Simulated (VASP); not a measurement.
# Sr3Al2O (P-3m1) in VASP: notebook

The runs below take Sr3Al2O through single point, relaxation of cell and atoms, with PBE.

Program: VASP 6.6.1. These are calculated values, not measurements. Logs are shortened: lines on timing, memory, paths and dates and some standing lists are left out, and cuts for length are marked.

## 1. The cell of the first run

Symmetry: P-3m1, No. 164, trigonal system. Conventional cell: a = 4.211 Å, b = 4.211 Å, c = 7.340 Å, α = 90.00°, β = 90.00°, γ = 120.00°. Sr (site symmetry 3m) has 4 Al at 2.45 to 2.48 Å and 6 Sr at 2.66 to 3.25 Å within 3.3 Å. Sr (site symmetry -3m) has 6 Sr at 2.66 Å and 6 Al at 2.80 Å within 3.5 Å. Al (site symmetry 3m) has 7 Sr at 2.45 to 2.80 Å within 3.2 Å. O (site symmetry -3m) has 6 Al at 3.33 Å and 8 Sr at 3.55 to 3.67 Å and 6 O at 4.21 Å within 4.4 Å.

The cell was built from a structure type or drawn by symmetry, and may not be a known phase.

## 2. Single point, PBE

Contents of INCAR:

```
SYSTEM = Sr3Al2O
  PREC = Accurate
  ENCUT = 520
  EDIFF = 1E-6
  ISMEAR = 0
  SIGMA = 0.1
  LREAL = .False.
  LASPH = .True.
  NELM = 60
  ALGO = Normal
  ISIF = 2
  LWAVE = .False.
  LCHARG = .False.
  GGA = PE
  NBANDS = 30
```

Contents of KPOINTS:

```
Automatic mesh
0
Gamma
  6 6 4
  0 0 0
```

Contents of POSCAR:

```
Sr3Al2O
1.0
    4.2105845300      0.0000000000      0.0000000000
   -2.1052922600      3.6464731700      0.0000000000
    0.0000000000      0.0000000000      7.3399737300
Sr Al O
3 2 1
Direct
    0.6666666700      0.3333333300      0.3529343000
    0.3333333300      0.6666666700      0.6470657000
    0.0000000000      0.0000000000      0.5000000000
    0.6666666700      0.3333333300      0.6902344200
    0.3333333300      0.6666666700      0.3097655800
    0.0000000000      0.0000000000      0.0000000000
```

Potentials or basis: VASP PAW PBE potentials, release 64 (Sr_sv, Al, O).

Started as:

```sh
$ cat potpaw_PBE.64/Sr_sv/POTCAR potpaw_PBE.64/Al/POTCAR potpaw_PBE.64/O/POTCAR > POTCAR
$ mpirun -np 1 vasp_std > vasp.out
```

OUTCAR:

```text
SYSTEM = Sr3Al2O
   PREC = Accurate
   ENCUT = 520
   EDIFF = 1E-6
   ISMEAR = 0
   LREAL = .False.
   LASPH = .True.
   NELM = 60
   ISIF = 2
   GGA = PE

 ion  position               nearest neighbor table
   1  0.667  0.333  0.353-   5 2.45   5 2.45   5 2.45   4 2.48   3 2.66   3 2.66   3 2.66   2 3.25
                             2 3.25   2 3.25   3 4.98   3 4.98   3 4.98
   2  0.333  0.667  0.647-   4 2.45   4 2.45   4 2.45   5 2.48   3 2.66   3 2.66   3 2.66   1 3.25
                             1 3.25   1 3.25   3 4.98   3 4.98   3 4.98
   3  0.000  0.000  0.500-   1 2.66   2 2.66   2 2.66   1 2.66   1 2.66   2 2.66   4 2.80   5 2.80
                             4 2.80   5 2.80   4 2.80   5 2.80   1 4.98   2 4.98   1 4.98   2 4.98
   4  0.667  0.333  0.690-   2 2.45   2 2.45   2 2.45   1 2.48   3 2.80   3 2.80   3 2.80
   5  0.333  0.667  0.310-   1 2.45   1 2.45   1 2.45   2 2.48   3 2.80   3 2.80   3 2.80
   6  0.000  0.000  0.000-

  LATTYP: Found a hexagonal cell.
 ALAT       =     4.2105845300
 C/A-ratio  =     1.7432196593

  Lattice vectors:

 A1 = (   4.2105845300,   0.0000000000,   0.0000000000)
 A2 = (  -2.1052922600,   3.6464731700,   0.0000000000)
 A3 = (   0.0000000000,   0.0000000000,   7.3399737300)

Analysis of symmetry for initial positions (statically):
=====================================================================
 Subroutine PRICEL returns:
 Original cell was already a primitive cell.

 Routine SETGRP: Setting up the symmetry group for a
 hexagonal supercell.

 Subroutine GETGRP returns: Found 12 space group operations
 (whereof 12 operations were pure point group operations)
 out of a pool of 24 trial point group operations.

The static configuration has the point symmetry D_3d.

Analysis of symmetry for dynamics (positions and initial velocities):
=====================================================================
 Subroutine PRICEL returns:
 Original cell was already a primitive cell.

 Routine SETGRP: Setting up the symmetry group for a
 hexagonal supercell.

 Subroutine GETGRP returns: Found 12 space group operations
 (whereof 12 operations were pure point group operations)
 out of a pool of 24 trial point group operations.

The dynamic configuration has the point symmetry D_3d.

 Subroutine INISYM returns: Found 12 space group operations
 (whereof 12 operations are pure point group operations),
 and found     1 'primitive' translations

----------------------------------------------------------------------------------------

                                     Primitive cell

  volume of cell :     112.6964

  direct lattice vectors                    reciprocal lattice vectors
     4.210584530  0.000000000  0.000000000     0.237496716  0.137118793  0.000000000
    -2.105292260  3.646473170  0.000000000     0.000000000  0.274237586  0.000000000
     0.000000000  0.000000000  7.339973730     0.000000000  0.000000000  0.136240270

  length of vectors
     4.210584530  4.210584529  7.339973730     0.274237586  0.274237586  0.136240270

  position of ions in fractional coordinates (direct lattice)
     0.666666670  0.333333330  0.352934300
     0.333333330  0.666666670  0.647065700
     0.000000000  0.000000000  0.500000000
     0.666666670  0.333333330  0.690234420
     0.333333330  0.666666670  0.309765580
     0.000000000  0.000000000  0.000000000

  ion indices of the primitive-cell ions
   primitive index   ion index
                 1           1
                 2           2
                 3           3
                 4           4
                 5           5
                 6           6

----------------------------------------------------------------------------------------

 KPOINTS: Automatic mesh

Automatic generation of k-mesh.
 Grid dimensions read from file:
 generate k-points for:    6    6    4

 Generating k-lattice:

  Cartesian coordinates                     Fractional coordinates (reciprocal lattice)
     0.039582786  0.022853132  0.000000000     0.166666667  0.000000000  0.000000000
     0.000000000  0.045706264  0.000000000     0.000000000  0.166666667  0.000000000
     0.000000000  0.000000000  0.034060067     0.000000000  0.000000000  0.250000000

  Length of vectors
     0.045706264  0.045706264  0.034060067

  Shift w.r.t. Gamma in fractional coordinates (k-lattice)
     0.000000000  0.000000000  0.000000000

 Subroutine IBZKPT returns following result:
 ===========================================

 Found     24 irreducible k-points:

 Following reciprocal coordinates:
            Coordinates               Weight
  0.000000  0.000000  0.000000      1.000000
  0.166667 -0.000000  0.000000      6.000000
  0.333333 -0.000000  0.000000      6.000000
  0.500000 -0.000000  0.000000      3.000000
  0.166667  0.166667  0.000000      6.000000
  0.333333  0.166667  0.000000     12.000000
[... 16 lines left out ...]
  0.333333  0.166667  0.500000     12.000000
  0.333333  0.333333  0.500000      2.000000
   k-points           NKPTS =     24   k-points in BZ     NKDIM =     24   number of bands    NBANDS=     30
   number of dos      NEDOS =    301   number of ions     NIONS =      6
   total plane-waves  NPLWV =  57344
   dimension x,y,z NGX =    32 NGY =   32 NGZ =   56
   dimension x,y,z NGXF=    64 NGYF=   64 NGZF=  112
   ions per type =               3   2   1
   NGX,Y,Z   is equivalent  to a cutoff of  12.63, 12.63, 12.68 a.u.
   NGXF,Y,Z  is equivalent  to a cutoff of  25.27, 25.27, 25.37 a.u.
 SYSTEM =  Sr3Al2O
   PREC   = accura    normal or accurate (medium, high low for compatibility)
   ISTART =      0    job   : 0-new  1-cont  2-samecut
   ICHARG =      2    charge: 1-file 2-atom 10-const
   ISPIN  =      1    spin polarized calculation?
   LNONCOLLINEAR =      F non collinear calculations
   LSORBIT =      F    spin-orbit coupling
   LASPH  =      T    aspherical Exc in radial PAW
   ENCUT  =  520.0 eV  38.22 Ry    6.18 a.u.   7.83  7.83 13.65*2*pi/ulx,y,z
   NELM   =     60;   NELMIN=  2; NELMDL= -5     # of ELM steps
   EDIFF  = 0.1E-05   stopping-criterion for ELM
   LREAL  =      F    real-space projection
   EDIFFG = 0.1E-04   stopping-criterion for IOM
   NSW    =      0    number of steps for IOM
   IBRION =     -1    ionic relax: 0-MD 1-quasi-New 2-CG
   NFREE  =      0    steps in history (QN), initial steepest desc. (CG)
   ISIF   =      2    stress and relaxation
   ISYM   =      2    0-nonsym 1-usesym 2-fastsym
   POTIM  = 0.5000    time-step for ionic-motion
   TEBEG  =    0.0;   TEEND  =   0.0 temperature during run
   PSTRESS=    0.0 pullay stress
   NELECT =      42.0000    total number of electrons
   NUPDOWN=      -1.0000    fix difference up-down
   EMIN   =  10.00;   EMAX   =-10.00  energy-range for DOS
   EFERMI =   0.00;   METHOD = LEGACY
   ISMEAR =     0;   SIGMA  =   0.10  broadening in eV -4-tet -1-fermi 0-gaus
   EFERMI_NEDOS =   21; number of points for ismear=-14 and -15
   IALGO  =     38    algorithm
   IMIX   =      4    mixing-type and parameters
     AMIX     =   0.40;   BMIX     =  1.00
     AMIX_MAG =   1.60;   BMIX_MAG =  1.00
  volume/ion in A,a.u.               =      18.78       126.75
  Fermi-wavevector in a.u.,A,eV,Ry     =   1.178116  2.226316 18.884297  1.387957
  Thomas-Fermi vector in A             =   2.314450
   LORBIT       =      0    0 simple, 1 ext, 2 COOP (PROOUT), +10 PAW based schemes
   GGA     = PE    functional components
   LHFCALC =     F    Hartree Fock is set to
   AEXX    =    0.0000 exact exchange contribution
   IVDW    =     0    specifies the selected vdW correction
   LEPSILON=     F    determine dielectric tensor
   LRPA    =     F    only Hartree local field effects (RPA)
 non-spin polarized calculation
 Gauss-broadening in eV      SIGMA  =   0.10
  energy-cutoff  :      520.00
  volume of cell :      112.70
 maximum number of plane-waves:      3069
 NGX is ok and might be reduce to    32
   NGX = 15   NGY = 15   NGZ = 27

 number of electron      41.9999995 magnetization

 Free energy of the ion-electron system (eV)
  ---------------------------------------------------
  ext. energy  EPLUGINS =         0.00000000
  ---------------------------------------------------
  free energy    TOTEN  =         1.37048353 eV

  energy without entropy =        1.38146015  energy(sigma->0) =        1.37597184

 E-fermi :   4.6892     XC(G=0):  -9.9500

 val. band max:        4.6517274606   @ k =   0.3333  -0.0000   0.0000
 cond. band min:       4.7314573487   @ k =   0.0000   0.0000   0.2500
 fundamental gap:      0.0797298882
 Fermi energy:         4.6892471580

 k-point     1 :       0.0000    0.0000    0.0000
  band No.  band energies     occupation
      1     -31.6755      2.00000
      2     -30.5915      2.00000
      3     -29.7502      2.00000
      4     -14.6540      2.00000
      5     -14.6540      2.00000
      6     -13.6913      2.00000
[... 22 lines left out ...]
     29      10.2273      0.00000
     30      11.1410      0.00000

 k-point     2 :       0.1667   -0.0000    0.0000
  band No.  band energies     occupation
      1     -31.5673      2.00000
      2     -30.6014      2.00000
      3     -29.8690      2.00000
      4     -14.9322      2.00000
      5     -14.8856      2.00000
      6     -13.8480      2.00000
[... 22 lines left out ...]
     29       9.7623      0.00000
     30      10.0617      0.00000

 k-point     3 :       0.3333   -0.0000    0.0000
  band No.  band energies     occupation
      1     -31.2752      2.00000
      2     -30.6463      2.00000
      3     -30.1572      2.00000
      4     -15.2938      2.00000
      5     -15.2433      2.00000
      6     -13.8608      2.00000
[... 682 lines left out ...]
     29       8.4901      0.00000
     30       9.9236      0.00000

 k-point    24 :       0.3333    0.3333    0.5000
  band No.  band energies     occupation
      1     -30.7166      2.00000
      2     -30.7166      2.00000
      3     -30.6772      2.00000
      4     -15.4263      2.00000
      5     -15.4263      2.00000
      6     -14.4060      2.00000
[... 22 lines left out ...]
     29       7.9977      0.00000
     30       9.5338      0.00000

------------------------ aborting loop because EDIFF is reached ----------------------------------------

  FORCE on cell =-STRESS in cart. coord.  units (eV):
  Direction    XX          YY          ZZ          XY          YZ          ZX
  --------------------------------------------------------------------------------------
  -------------------------------------------------------------------------------------
  Total       48.8808217     48.8808218     18.6087116      0.0000001      0.0000000     -0.0000000
  in kB      694.9269620    694.9269629    264.5556057      0.0000010      0.0000000     -0.0000000
  external PRESSURE =     551.4698435 kB  Pullay stress =       0.0000000 kB

 VOLUME and BASIS-vectors are now :
 -----------------------------------------------------------------------------
  energy-cutoff  :      520.00
  volume of cell :      112.70
      direct lattice vectors                 reciprocal lattice vectors
     4.210584530  0.000000000  0.000000000     0.237496716  0.137118793  0.000000000
    -2.105292260  3.646473170  0.000000000     0.000000000  0.274237586  0.000000000
     0.000000000  0.000000000  7.339973730     0.000000000  0.000000000  0.136240270

 POSITION                                       TOTAL-FORCE (eV/Angst)
 -----------------------------------------------------------------------------------
      2.10529      1.21549      2.59053        -0.000000      0.000000     -6.542673
     -0.00000      2.43098      4.74945         0.000000     -0.000000      6.542673
      0.00000      0.00000      3.66999         0.000000      0.000000      0.000000
      2.10529      1.21549      5.06630         0.000000      0.000000      6.656774
     -0.00000      2.43098      2.27367         0.000000     -0.000000     -6.656774
      0.00000      0.00000      0.00000         0.000000      0.000000      0.000000
 -----------------------------------------------------------------------------------
    total drift:                               -0.000000      0.000000     -0.000000

  FREE ENERGIE OF THE ION-ELECTRON SYSTEM (eV)
  ---------------------------------------------------
  free  energy   TOTEN  =         1.3704835342 eV

  energy  without entropy=        1.3814601458  energy(sigma->0) =        1.37597184
```

Wall time 48 s (1 thread of Intel Xeon 6975P-C (Granite Rapids), shared host); peak memory 0.27 GiB.

Results:

* Free energy: 1.3705 eV
* Pressure: 55.1 GPa
* Largest force: 6.657 eV/Å
* Band gap on the k mesh: zero (bands 21 and 22 overlap by 0.68 eV)

Forces in eV/Å, atoms in the order of the input:
```
Sr   0.000  0.000 -6.543
Sr   0.000  0.000  6.543
Sr   0.000  0.000  0.000
Al   0.000  0.000  6.657
Al   0.000  0.000 -6.657
O    0.000  0.000  0.000
```

Levels at points of the mesh, in eV from the Fermi level:
```tsv
k point	band 17	band 18	band 19	band 20	band 21	band 22	band 23	band 24	band 25	band 26
(0.00, 0.00, 0.00)	-2.91	-1.79	-0.92	-0.92	0.36	0.36	0.37	0.85	0.85	1.55
(0.50, 0.00, 0.00)	-1.45	-1.25	-1.06	-0.74	-0.63	0.73	0.83	1.35	1.66	2.02
(0.00, 0.00, 0.50)	-2.96	-1.47	-0.71	-0.71	-0.38	0.17	0.17	0.91	0.91	1.10
(0.50, 0.00, 0.50)	-2.02	-1.27	-0.58	-0.46	-0.39	0.64	0.78	1.39	1.50	2.05
```

Caveat: the cell stands under pressure; forces of over 1 eV/Å act on the atoms, so gaps and moduli don't describe the material at rest.

## 3. Single point, PBE

This run uses another cell than the first one, of 25.90 Å³/atom.

Contents of INCAR:

```
PREC     = Accurate       # precision mode
ENCUT    = 520            # plane-wave cutoff, eV
EDIFF    = 1E-6           # SCF threshold, eV
ISMEAR   = 0              # smearing method
SIGMA    = 0.1            # smearing width, eV
LREAL    = False          # projectors in reciprocal space
LASPH    = True           # aspherical terms in the spheres
NELM     = 60             # most SCF steps
ALGO     = Normal         # electronic algorithm
ISIF     = 2              # what is computed and relaxed
LWAVE    = False          # write WAVECAR
LCHARG   = False          # write CHGCAR
GGA      = PE             # functional
NBANDS   = 30             # bands
```

Contents of KPOINTS:

```
regular mesh
0
Gamma
  6 6 4
```

Contents of POSCAR:

```
Sr3Al2O
1.0
    5.0540569303     -0.0000000035      0.0000000000
   -2.5270284621      4.3769416955      0.0000000000
    0.0000000000      0.0000000000      7.0260568991
Sr Al O
3 2 1
Direct
    0.6666666667      0.3333333333      0.1238901507
    0.3333333333      0.6666666667      0.8761098493
    0.0000000000      0.0000000000      0.5000000000
    0.6666666667      0.3333333333      0.6004028664
    0.3333333333      0.6666666667      0.3995971336
    0.0000000000      0.0000000000      0.0000000000
```

Potentials or basis: VASP PAW PBE potentials, release 64 (Sr_sv, Al, O).

Started as:

```sh
$ cat potpaw_PBE.64/Sr_sv/POTCAR potpaw_PBE.64/Al/POTCAR potpaw_PBE.64/O/POTCAR > POTCAR
$ mpirun -np 1 vasp_std > vasp.out
```

Wall time 63 s (1 thread of Intel Xeon 6975P-C (Granite Rapids), shared host); peak memory 0.34 GiB.

The run converged. Its results:

| Item | Value |
| --- | --- |
| Free energy | -20.3655 eV |
| Pressure | 0.1 GPa |
| Largest force | 0.017 eV/Å |
| Band gap on the k mesh | 0.16 eV (least direct gap 0.21 eV) |

Forces on the atoms (eV/Å):
```
Sr   0.000  0.000 -0.017
Sr   0.000  0.000  0.017
Sr   0.000  0.000  0.000
Al   0.000  0.000 -0.002
Al   0.000  0.000  0.002
O    0.000  0.000  0.000
```

Levels at points of the mesh, in eV from the valence-band top:
```csv
k point,band 19,band 20,band 21,band 22,band 23,band 24
"(0.00, 0.00, 0.00)",-1.44,-1.44,-0.93,0.51,1.03,1.03
"(0.50, 0.00, 0.00)",-1.75,-0.54,-0.09,0.16,0.50,1.49
"(0.00, 0.00, 0.50)",-1.39,-1.39,0.00,0.21,1.22,1.22
"(0.50, 0.00, 0.50)",-1.42,-1.06,-0.71,0.39,0.91,1.37
```

(Part 1 of 2 ends here.)
